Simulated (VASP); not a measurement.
Hg2O, 3 atoms in the cell. The typed cell holds 3 atoms: a = 3.606 Å, b = 3.606 Å, c = 5.150 Å, α = 81.28°, β = 81.28°, γ = 88.65°. 

| Quantity | Value |
| --- | --- |
| Program | VASP 6.6.1 |
| Task | relaxation of shape and atoms at fixed volume |
| Functional | PBE |
| Potentials or basis | VASP PAW PBE potentials, release 64 (Hg, O) |
| Cutoff | 600 eV |
| k mesh | 10 × 10 × 8 |
| Occupations | gaussian, width 0.1 eV |
| Spin | no spin polarisation |
| Dipole correction | no |
| Further INCAR settings | ALGO = Fast; EDIFF = 1e-07; IBRION = 2; EDIFFG = -0.01; NSW = 50; ISIF = 4 |

Potentials or basis: VASP PAW PBE potentials, release 64 (Hg, O).

Launch:

```bash
$ cat potpaw_PBE.64/Hg/POTCAR potpaw_PBE.64/O/POTCAR > POTCAR
$ mpirun -np 1 vasp_std > vasp.out
```

Hardware: 1 thread of Oxide Virtual Turin-like Processor, on a shared host.

Question: Estimate the wall time of this run.

Answer: It took 27 min on 1 thread of Oxide Virtual Turin-like Processor, with other jobs on the host, peak memory 0.62 GiB. Counts: scf iterations 56, k points 404, ion steps 7.
